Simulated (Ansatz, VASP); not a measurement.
# Two plane-wave programs on SnSe

```
Sn Se
1.0
     0.00000    2.90451    2.90451
     2.90451    0.00000    2.90451
     2.90451    2.90451    0.00000
Sn Se
1 1
Direct
  0.00000 0.00000 0.00000
  0.50000 0.50000 0.50000
```

Change from the starting cell: volume scaled by 0.88, PAW files.

Alike in both runs: task single point; functional PBE; k mesh 14 × 14 × 14; occupations fermi-dirac, width 0.1 eV; no spin polarisation.

|  | VASP | Ansatz |
| --- | --- | --- |
| version | VASP 6.6.1 | Ansatz 0.2.0 |
| potentials or method | VASP PAW PBE potentials, release 64 (Sn_d, Se) | PAW with Ansatz's default frozen-core files, scalar-relativistic |
| plane-wave cutoff (eV) | 520 | 420 |
| valence electrons in the cell | 20 | 30 |

```tsv
	VASP	Ansatz	Ansatz less VASP
pressure (GPa)	8.1	8.1	0.00
```

VASP's potentials hold 20 valence electrons a cell and Ansatz's 30, so a difference there can come from the potentials and not from the codes.
